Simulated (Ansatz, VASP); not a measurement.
# One calculation of Hf2SeS3, two programs

```
Hf Se S
1.0
     4.46306    0.00000    0.00000
    -2.23153    3.86512    0.00000
     0.00000    0.00000    6.82130
Hf Se S
2 1 3
Direct
  0.66667 0.33333 0.69711
  0.33333 0.66667 0.30289
  0.00000 0.00000 0.00000
  0.00000 0.00000 0.50000
  0.66667 0.33333 0.31393
  0.33333 0.66667 0.68607
```

Change from the starting cell: species swapped into the Sr2H3I type (P-3m1, No. 164).

Alike in both runs: functional PBE; k mesh 6 × 6 × 2; occupations gaussian, width 0.1 eV; no spin polarisation.

Ansatz relaxed the structure, and its values are those at the end. VASP's run is a single point on that final structure, the one shown.

|  | VASP | Ansatz |
| --- | --- | --- |
| version | VASP 6.6.1 | Ansatz 0.2.0 |
| potentials or method | VASP PAW PBE potentials, release 64 (Hf_pv, Se, S), cutoff 520 eV | scalar-relativistic, plane waves, PAW |
| valence electrons in the cell | 44 | 86 |

```tsv
	VASP	Ansatz	Ansatz less VASP
gap on the k mesh at the Fermi level (eV)	none	none	-
pressure (GPa)	-0.7	0.0	+0.72
rms of the force components (eV/Å)	0.029	0.001	-0.0274
```

A gap of «none» marks a metal or a gap that the smearing closes. VASP's potentials hold 44 valence electrons a cell and Ansatz's 86, so a difference there can come from the potentials and not from the codes.

The k mesh is coarse, so the values compare programs but aren't converged. Neither program's run includes spin-orbit coupling.
